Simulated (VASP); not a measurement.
# TiS2 (m.Ahse) in VASP: single point with HSE06

Aim: the single point of TiS2 (m.Ahse) with HSE06.

Everything below comes from runs of VASP 6.6.1. Logs are shortened: lines on timing, memory, paths and dates and some standing lists are left out, and cuts for length are marked.

## (1) The cell of the first run

The cell holds a sheet with vacuum, 3 atoms: a = 3.320 Å, b = 3.320 Å, c = 18.865 Å, α = 90.00°, β = 90.00°, γ = 120.00°.

## (2) Single point, HSE06

POSCAR

```
TiS2
1.0
    3.3202889918      0.0000000000      0.0000000000
   -1.6601444959      2.8754546148      0.0000000000
    0.0000000000      0.0000000000     18.8650911831
S Ti
2 1
Direct
    0.3333333333      0.6666666667      0.4240636805
    0.6666666667      0.3333333333      0.5759363195
    0.0000000000      0.0000000000      0.5000000000
```

INCAR.step1

```
SYSTEM = TiS2
ALGO = Normal
DIPOL = 0.5 0.5 0.500
EDIFF = 1E-5
ENCUT = 400
GGA = PE
GGA_COMPAT = .FALSE.
IDIPOL = 3
ISIF = 2
ISMEAR = 0
LASPH = .TRUE.
LCHARG = .FALSE.
LDIPOL = .TRUE.
LREAL = .FALSE.
LWAVE = .TRUE.
NBANDS = 19
NELM = 120
NELMDL = -8
PREC = Accurate
SIGMA = 0.08
```

INCAR.step2

```
SYSTEM = TiS2
ALGO = Normal
DIPOL = 0.5 0.5 0.500
EDIFF = 1E-6
ENCUT = 400
GGA = PE
GGA_COMPAT = .FALSE.
HFSCREEN = 0.2079
IDIPOL = 3
ISIF = 2
ISMEAR = 0
ISTART = 1
LASPH = .TRUE.
LCHARG = .FALSE.
LDIPOL = .TRUE.
LHFCALC = .TRUE.
LREAL = .FALSE.
LWAVE = .FALSE.
NBANDS = 19
NELM = 120
PREC = Accurate
PRECFOCK = Normal
SIGMA = 0.08
```

KPOINTS

```
k-points
0
G
  6 6 1
  0 0 0
```

Potentials or basis: VASP PAW PBE potentials, release 64 (S, Ti_sv).

Started as:

```sh
cat potpaw_PBE.64/S/POTCAR potpaw_PBE.64/Ti_sv/POTCAR > POTCAR
cp INCAR.step1 INCAR
mpirun -np 1 vasp_std > vasp.out
cp INCAR.step2 INCAR
mpirun -np 1 vasp_std > vasp.out
```

OUTCAR:

```text
SYSTEM = TiS2
   EDIFF = 1E-6
   ENCUT = 400
   GGA = PE
   HFSCREEN = 0.2079
   ISIF = 2
   ISMEAR = 0
   ISTART = 1
   LASPH = .TRUE.
   LHFCALC = .TRUE.
   LREAL = .FALSE.
   NELM = 120
   PREC = Accurate
   PRECFOCK = Normal

 ion  position               nearest neighbor table
   1  0.333  0.667  0.424-   3 2.39   3 2.39   3 2.39
   2  0.667  0.333  0.576-   3 2.39   3 2.39   3 2.39
   3  0.000  0.000  0.500-   1 2.39   2 2.39   1 2.39   2 2.39   2 2.39   1 2.39

  LATTYP: Found a hexagonal cell.
 ALAT       =     3.3202889918
 C/A-ratio  =     5.6817618074

  Lattice vectors:

 A1 = (   3.3202889918,   0.0000000000,   0.0000000000)
 A2 = (  -1.6601444959,   2.8754546148,   0.0000000000)
 A3 = (   0.0000000000,   0.0000000000,  18.8650911831)

Analysis of symmetry for initial positions (statically):
=====================================================================
 Subroutine PRICEL returns:
 Original cell was already a primitive cell.

 Routine SETGRP: Setting up the symmetry group for a
 hexagonal supercell.

 Subroutine GETGRP returns: Found 12 space group operations
 (whereof 12 operations were pure point group operations)
 out of a pool of 24 trial point group operations.

The static configuration has the point symmetry D_3d.

Analysis of symmetry for dynamics (positions and initial velocities):
=====================================================================
 Subroutine PRICEL returns:
 Original cell was already a primitive cell.

 Routine SETGRP: Setting up the symmetry group for a
 hexagonal supercell.

 Subroutine GETGRP returns: Found 12 space group operations
 (whereof 12 operations were pure point group operations)
 out of a pool of 24 trial point group operations.

The dynamic configuration has the point symmetry D_3d.

 Subroutine INISYM returns: Found 12 space group operations
 (whereof 12 operations are pure point group operations),
 and found     1 'primitive' translations

----------------------------------------------------------------------------------------

                                     Primitive cell

  volume of cell :     180.1114

  direct lattice vectors                    reciprocal lattice vectors
     3.320288992  0.000000000  0.000000000     0.301178603  0.173885547  0.000000000
    -1.660144496  2.875454615  0.000000000     0.000000000  0.347771095  0.000000000
     0.000000000  0.000000000 18.865091183     0.000000000  0.000000000  0.053007960

  length of vectors
     3.320288992  3.320288992 18.865091183     0.347771095  0.347771095  0.053007960

  position of ions in fractional coordinates (direct lattice)
     0.333333333  0.666666667  0.424063680
     0.666666667  0.333333333  0.575936320
     0.000000000  0.000000000  0.500000000

  ion indices of the primitive-cell ions
   primitive index   ion index
                 1           1
                 2           2
                 3           3

----------------------------------------------------------------------------------------

 KPOINTS: k-points

Automatic generation of k-mesh.
 Grid dimensions read from file:
 generate k-points for:    6    6    1

 Generating k-lattice:

  Cartesian coordinates                     Fractional coordinates (reciprocal lattice)
     0.050196434  0.028980925  0.000000000     0.166666667  0.000000000  0.000000000
     0.000000000  0.057961849  0.000000000     0.000000000  0.166666667  0.000000000
     0.000000000  0.000000000  0.053007960     0.000000000  0.000000000  1.000000000

  Length of vectors
     0.057961849  0.057961849  0.053007960

  Shift w.r.t. Gamma in fractional coordinates (k-lattice)
     0.000000000  0.000000000  0.000000000

 Subroutine IBZKPT returns following result:
 ===========================================

 Found      7 irreducible k-points:

 Following reciprocal coordinates:
            Coordinates               Weight
  0.000000  0.000000  0.000000      1.000000
  0.166667  0.000000  0.000000      6.000000
  0.333333  0.000000  0.000000      6.000000
  0.500000  0.000000  0.000000      3.000000
  0.166667  0.166667  0.000000      6.000000
  0.333333  0.166667  0.000000     12.000000
  0.333333  0.333333  0.000000      2.000000
   k-points           NKPTS =      7   k-points in BZ     NKDIM =     36   number of bands    NBANDS=     19
   number of dos      NEDOS =    301   number of ions     NIONS =      3
   total plane-waves  NPLWV =  72576
   dimension x,y,z NGX =    24 NGY =   24 NGZ =  126
   dimension x,y,z NGXF=    48 NGYF=   48 NGZF=  252
   ions per type =               2   1
   NGX,Y,Z   is equivalent  to a cutoff of  12.02, 12.02, 11.10 a.u.
   NGXF,Y,Z  is equivalent  to a cutoff of  24.03, 24.03, 22.21 a.u.
 SYSTEM =  TiS2
   PREC   = accura    normal or accurate (medium, high low for compatibility)
   ISTART =      1    job   : 0-new  1-cont  2-samecut
   ICHARG =      0    charge: 1-file 2-atom 10-const
   ISPIN  =      1    spin polarized calculation?
   LNONCOLLINEAR =      F non collinear calculations
   LSORBIT =      F    spin-orbit coupling
   LASPH  =      T    aspherical Exc in radial PAW
   ENCUT  =  400.0 eV  29.40 Ry    5.42 a.u.   5.41  5.41 30.76*2*pi/ulx,y,z
   NELM   =    120;   NELMIN=  2; NELMDL=  0     # of ELM steps
   EDIFF  = 0.1E-05   stopping-criterion for ELM
   LREAL  =      F    real-space projection
   EDIFFG = 0.1E-04   stopping-criterion for IOM
   NSW    =      0    number of steps for IOM
   IBRION =     -1    ionic relax: 0-MD 1-quasi-New 2-CG
   NFREE  =      0    steps in history (QN), initial steepest desc. (CG)
   ISIF   =      2    stress and relaxation
   ISYM   =      3    0-nonsym 1-usesym 2-fastsym
   POTIM  = 0.5000    time-step for ionic-motion
   TEBEG  =    0.0;   TEEND  =   0.0 temperature during run
   PSTRESS=    0.0 pullay stress
   NELECT =      24.0000    total number of electrons
   NUPDOWN=      -1.0000    fix difference up-down
   EMIN   =  10.00;   EMAX   =-10.00  energy-range for DOS
   EFERMI =   0.00;   METHOD = LEGACY
   ISMEAR =     0;   SIGMA  =   0.08  broadening in eV -4-tet -1-fermi 0-gaus
   EFERMI_NEDOS =   21; number of points for ismear=-14 and -15
   IALGO  =     38    algorithm
   IMIX   =      1    mixing-type and parameters
     AMIX     =   0.40;   BMIX     =  1.00
     AMIX_MAG =   1.60;   BMIX_MAG =  1.00
  volume/ion in A,a.u.               =      60.04       405.15
  Fermi-wavevector in a.u.,A,eV,Ry     =   0.836177  1.580145  9.513081  0.699192
  Thomas-Fermi vector in A             =   1.949858
   LORBIT       =      0    0 simple, 1 ext, 2 COOP (PROOUT), +10 PAW based schemes
   GGA     = PE    functional components
   LHFCALC =     T    Hartree Fock is set to
   PRECFOCK=normal    Normal, Fast or Accurate (Low or Medium for compatibility)
   ENCUT4O =  -1.0   cutoff for four orbital integrals eV
   NKREDX  =     1    reduce k-point grid by
   NKREDY  =     1    reduce k-point grid by
   NKREDZ  =     1    reduce k-point grid by
   AEXX    =    0.2500 exact exchange contribution
   HFSCREEN=    0.2079 screening length (either q_TF or 0.3 A-1)
   HFSCREENC=   0.2079 screening length for correlation (either q_TF or 0.3 A-1)
   ENCUTFOCK=  -1.0 apply spherical cutoff to Coloumb kernel
   IVDW    =     0    specifies the selected vdW correction
   LEPSILON=     F    determine dielectric tensor
   LRPA    =     F    only Hartree local field effects (RPA)
 non-spin polarized calculation
 Gauss-broadening in eV      SIGMA  =   0.08
  energy-cutoff  :      400.00
  volume of cell :      180.11
 maximum number of plane-waves:      3337
 NGX is ok and might be reduce to    24
  NGX = 18; NGY = 18; NGZ = 96

 number of electron      24.0000003 magnetization

 dipolmoment           0.000000      0.000000      0.000000 electrons x Angstroem

 Free energy of the ion-electron system (eV)
  ---------------------------------------------------
  ext. energy  EPLUGINS =         0.00000000
  ---------------------------------------------------
  free energy    TOTEN  =       -24.17594768 eV

  energy without entropy =      -24.17593585  energy(sigma->0) =      -24.17594177

 E-fermi :  -2.1549     XC(G=0):  -3.0254

 val. band max:       -2.3518813364   @ k =   0.0000   0.0000   0.0000
 cond. band min:      -1.9518303535   @ k =   0.5000   0.0000   0.0000
 fundamental gap:      0.4000509829
 Fermi energy:        -2.1548855199

 k-point     1 :       0.0000    0.0000    0.0000
  band No.  band energies     occupation
      1     -65.0135      2.00000
      2     -39.6179      2.00000
      3     -39.5297      2.00000
      4     -39.5297      2.00000
      5     -17.9401      2.00000
      6     -16.5302      2.00000
[... 11 lines left out ...]
     18       3.2585      0.00000
     19       3.4870      0.00000

 k-point     2 :       0.1667    0.0000    0.0000
  band No.  band energies     occupation
      1     -65.0086      2.00000
      2     -39.6088      2.00000
      3     -39.5787      2.00000
      4     -39.5411      2.00000
      5     -17.5547      2.00000
      6     -16.3960      2.00000
[... 11 lines left out ...]
     18       3.7914      0.00000
     19       4.0120      0.00000

 k-point     3 :       0.3333    0.0000    0.0000
  band No.  band energies     occupation
      1     -64.9989      2.00000
      2     -39.6758      2.00000
      3     -39.5904      2.00000
      4     -39.5635      2.00000
      5     -16.6464      2.00000
      6     -16.0919      2.00000
[... 11 lines left out ...]
     18       4.7429      0.00000
     19       5.3052      0.00000

 k-point     4 :       0.5000    0.0000    0.0000
  band No.  band energies     occupation
      1     -64.9941      2.00000
      2     -39.7237      2.00000
      3     -39.5813      2.00000
      4     -39.5746      2.00000
      5     -16.1572      2.00000
      6     -15.8294      2.00000
[... 11 lines left out ...]
     18       4.4881      0.00000
     19       4.9875      0.00000

 k-point     5 :       0.1667    0.1667    0.0000
  band No.  band energies     occupation
      1     -65.0014      2.00000
      2     -39.6424      2.00000
      3     -39.5953      2.00000
      4     -39.5671      2.00000
      5     -16.8936      2.00000
      6     -16.1804      2.00000
[... 11 lines left out ...]
     18       4.7274      0.00000
     19       4.9074      0.00000

 k-point     6 :       0.3333    0.1667    0.0000
  band No.  band energies     occupation
      1     -64.9942      2.00000
      2     -39.6987      2.00000
      3     -39.6001      2.00000
      4     -39.5816      2.00000
      5     -16.1135      2.00000
      6     -15.9022      2.00000
[... 11 lines left out ...]
     18       5.3794      0.00000
     19       6.0536      0.00000

 k-point     7 :       0.3333    0.3333    0.0000
  band No.  band energies     occupation
      1     -64.9918      2.00000
      2     -39.6642      2.00000
      3     -39.6642      2.00000
      4     -39.5775      2.00000
      5     -15.8133      2.00000
      6     -15.8133      2.00000
[... 11 lines left out ...]
     18       6.0424      0.00000
     19       6.7877      0.00000

------------------------ aborting loop because EDIFF is reached ----------------------------------------

 vacuum level on the upper side and lower side of the slab       (xc-potential included)         0.000         0.000

  FORCE on cell =-STRESS in cart. coord.  units (eV):
  Direction    XX          YY          ZZ          XY          YZ          ZX
  --------------------------------------------------------------------------------------
  -------------------------------------------------------------------------------------
  Total        1.8591892      1.8591892     -0.2433566      0.0000000      0.0000000      0.0000000
  in kB       16.5383755     16.5383755     -2.1647732      0.0000000      0.0000000      0.0000000
  external PRESSURE =      10.3039926 kB  Pullay stress =       0.0000000 kB

 VOLUME and BASIS-vectors are now :
 -----------------------------------------------------------------------------
  energy-cutoff  :      400.00
  volume of cell :      180.11
      direct lattice vectors                 reciprocal lattice vectors
     3.320288992  0.000000000  0.000000000     0.301178603  0.173885547  0.000000000
    -1.660144496  2.875454615  0.000000000     0.000000000  0.347771095  0.000000000
     0.000000000  0.000000000 18.865091183     0.000000000  0.000000000  0.053007960

 POSITION                                       TOTAL-FORCE (eV/Angst)
 -----------------------------------------------------------------------------------
     -0.00000      1.91697      8.00000         0.000000      0.000000      0.032643
      1.66014      0.95848     10.86509        -0.000000     -0.000000     -0.032643
      0.00000      0.00000      9.43255        -0.000000      0.000000      0.000000
 -----------------------------------------------------------------------------------
    total drift:                               -0.000000      0.000000      0.000001

  FREE ENERGIE OF THE ION-ELECTRON SYSTEM (eV)
  ---------------------------------------------------
  free  energy   TOTEN  =       -24.1759476770 eV

  energy  without entropy=      -24.1759358548  energy(sigma->0) =      -24.17594177

 vacuum level on the upper side and lower side of the slab         3.550         3.550
```

It took 14 min on 1 thread of Intel Xeon Platinum 8488C (Sapphire Rapids), shared host; peak memory 0.38 GiB.

Results:

```
Free energy            : -24.1759 eV
Largest force          : 0.033 eV/Å
Band gap on the k mesh : 0.40 eV, indirect (least direct gap 1.02 eV)
```

Forces in eV/Å, atoms in the order of the input:
```
S    0.000  0.000  0.033
S    0.000  0.000 -0.033
Ti   0.000  0.000  0.000
```

Caveat: the PAW data sets were made with another functional, which shifts forces and pressure a little.
